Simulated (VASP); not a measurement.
Input of a VASP 6.6.1 run:

Contents of POSCAR:

```
LiF
1.0
    2.5162584444      0.0000000000      0.0000000000
    0.0000000000      2.5162584444      0.0000000000
    0.0000000000      0.0000000000      2.5162584444
Li F
1 1
Direct
    0.0000000000      0.0000000000      0.0000000000
    0.5000000000      0.5000000000      0.5000000000
```

The input INCAR.step1:

```
PREC = Accurate ; ENCUT = 520
ISMEAR = 1 ; SIGMA = 0.2
LREAL = False ; LASPH = True
NELM = 60 ; NBANDS = 12
GGA = PE ; ALGO = Normal
EDIFF = 1E-4 ; LWAVE = True
LCHARG = False
```

INCAR.step2

```
PREC = Accurate ; ENCUT = 520
EDIFF = 1E-7 ; ISMEAR = 1
SIGMA = 0.2 ; LREAL = False
LASPH = True ; NELM = 60
ALGO = Normal ; ISIF = 2
LWAVE = False ; LCHARG = False
METAGGA = R2SCAN ; LMIXTAU = True
NBANDS = 12 ; ISTART = 1
```

File KPOINTS:

```
regular mesh
0
Gamma
  8 8 8
```

Potentials or basis: VASP PAW PBE potentials, release 64 (Li_sv, F).

The run is started by

```console
$ cat potpaw_PBE.64/Li_sv/POTCAR potpaw_PBE.64/F/POTCAR > POTCAR
$ cp INCAR.step1 INCAR
$ mpirun -np 1 vasp_std > vasp.out
$ cp INCAR.step2 INCAR
$ mpirun -np 1 vasp_std > vasp.out
```

Task: Estimate the band gap on the k mesh.

Result: 9.12 eV (least direct gap 9.86 eV).

 A k mesh can miss the band edges.
